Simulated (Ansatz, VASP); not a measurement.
# One calculation of CaSe, two programs

File INCAR:

```
SYSTEM = CaSe
PREC = Accurate ; ENCUT = 520
EDIFF = 1E-6 ; ISMEAR = 0
SIGMA = 0.01 ; LREAL = .FALSE.
LASPH = .TRUE. ; NELM = 80
ALGO = Normal ; ISIF = 2
LWAVE = .FALSE. ; LCHARG = .FALSE.
GGA = PE ; NBANDS = 15
```

Contents of KPOINTS:

```
Automatic mesh
0
G
  6 6 6
  0 0 0
```

Contents of POSCAR:

```
CaSe
1.0
    0.0000000000      2.9187100386      2.9187100386
    2.9187100386      0.0000000000      2.9187100386
    2.9187100386      2.9187100386      0.0000000000
Ca Se
1 1
Direct
    0.0000000000      0.0000000000      0.0000000000
    0.5000000000      0.5000000000      0.5000000000
```

Input for Ansatz:

```yaml
crystal:
  lattice:
    - [0.0, 2.9187100386, 2.9187100386]
    - [2.9187100386, 0.0, 2.9187100386]
    - [2.9187100386, 2.9187100386, 0.0]
  atoms:
    - { symbol: Ca, position: [0.0, 0.0, 0.0] }
    - { symbol: Se, position: [0.5, 0.5, 0.5] }
kpoints:
  mp_grid: { grid: [6, 6, 6] }
hamiltonian:
  xc: pbe
scf:
  occupations: { method: fixed }
  n_extra_bands: 4
output:
  forces: true
  stress: true
  eigenvalues: true
```

Alike in both runs: task single point; functional PBE; k mesh 6 × 6 × 6; no spin polarisation.

|  | VASP | Ansatz |
| --- | --- | --- |
| version | VASP 6.6.1 | Ansatz 0.2.0 |
| potentials or method | VASP PAW PBE potentials, release 64 (Ca_sv, Se) | plane waves, PAW |
| plane-wave cutoff (eV) | 520 | 420 |
| occupations | gaussian, width 0.01 eV | fixed |
| valence electrons in the cell | 16 | 26 |

```tsv
	VASP	Ansatz	Ansatz less VASP
gap on the k mesh at the Fermi level (eV)	1.92	1.93	+0.011
pressure (GPa)	3.6	3.3	-0.21
```

VASP's potentials hold 16 valence electrons a cell and Ansatz's 26, so a difference there can come from the potentials and not from the codes.
